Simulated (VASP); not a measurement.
Write the native input for VASP 6.6.1 that does the following.

| Quantity | Value |
| --- | --- |
| Task | single point |
| Functional | PBEsol |
| Potentials or basis | VASP PAW PBE potentials, release 64 (N) |
| Cutoff | 520 eV |
| k mesh | 4 × 4 × 2 |
| Occupations | fermi-dirac, width 0.05 eV |
| Spin | no spin polarisation |
| Dipole correction | no |
| Further INCAR settings | ALGO = Normal; EDIFF = 1e-07; NBANDS = 18 |

The structure of N lies in POSCAR:

```
N
1.0
    4.1672328106      0.0000000000      0.0000000000
   -2.0836164053      3.6089294775      0.0000000000
    0.0000000000      0.0000000000      7.0060035100
N
4
Direct
    0.6666666667      0.3333333333      0.6710699600
    0.6666666667      0.3333333333      0.8289300400
    0.3333333333      0.6666666667      0.1710699600
    0.3333333333      0.6666666667      0.3289300400
```

These files were run (other wordings do the same):

INCAR

```
SYSTEM = N
ALGO = Normal
EDIFF = 1E-7
ENCUT = 520
GGA = PS
ISIF = 2
ISMEAR = -1
LASPH = .TRUE.
LCHARG = .FALSE.
LREAL = .FALSE.
LWAVE = .FALSE.
NBANDS = 18
NELM = 60
PREC = Accurate
SIGMA = 0.05
```

KPOINTS

```
k-points
0
G
  4 4 2
  0 0 0
```

Potentials or basis: VASP PAW PBE potentials, release 64 (N).

Launch:

```sh
$ cat potpaw_PBE.64/N/POTCAR > POTCAR
$ mpirun -np 1 vasp_std > vasp.out
```

It gave:

```json
{"Pressure": "1.0 GPa", "Largest force": "0.892 eV/Å", "Band gap on the k mesh": "7.06 eV (least direct gap 7.28 eV)"}
```

Caveat: the k points lie up to 0.45 Å⁻¹ apart; the standard files for N, O and F lose accuracy on very short bonds; this functional lacks dispersion, which holds the molecules together, so the pressure and a relaxed volume are unreliable; the PAW data sets were made with another functional, which shifts forces and pressure a little.

Run time: 13 s on 1 thread of Intel(R) Xeon(R) Platinum 8259CL CPU @ 2.50GHz (Skylake/Cascade Lake) (shared host), peak memory 0.2 GiB.
